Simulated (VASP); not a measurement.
A run of VASP 6.6.1:

INCAR

```
  ALGO = Normal
  EDIFF = 1E-6
  ENCUT = 500
  GGA = PS
  GGA_COMPAT = False
  ISIF = 2
  ISMEAR = -1
  LASPH = True
  LCHARG = True
  LELF = True
  LREAL = False
  LVHAR = True
  LWAVE = False
  NBANDS = 16
  NELM = 120
  PREC = Accurate
  SIGMA = 0.05
```

KPOINTS

```
k-points
0
Gamma
  6 6 6
```

File POSCAR:

```
CdSe
1.0
    0.0000000000      2.8152893338      2.8152893338
    2.8152893338      0.0000000000      2.8152893338
    2.8152893338      2.8152893338      0.0000000000
Cd Se
1 1
Direct
    0.0000000000      0.0000000000      0.0000000000
    0.5000000000      0.5000000000      0.5000000000
```

Potentials or basis: VASP PAW PBE potentials, release 64 (Cd, Se).

The run is started by

```sh
$ cat potpaw_PBE.64/Cd/POTCAR potpaw_PBE.64/Se/POTCAR > POTCAR
$ mpirun -np 1 vasp_std > vasp.out
```

Hardware: 1 thread of Intel(R) Xeon(R) Platinum 8375C CPU @ 2.90GHz (Ice Lake) (shared host).

Task: How long does it take, and how much memory?

Result: Run time: 23 s on 1 thread of Intel(R) Xeon(R) Platinum 8375C CPU @ 2.90GHz (Ice Lake) (shared host), peak memory 0.17 GiB. Counts: scf iterations 12, k points 16.
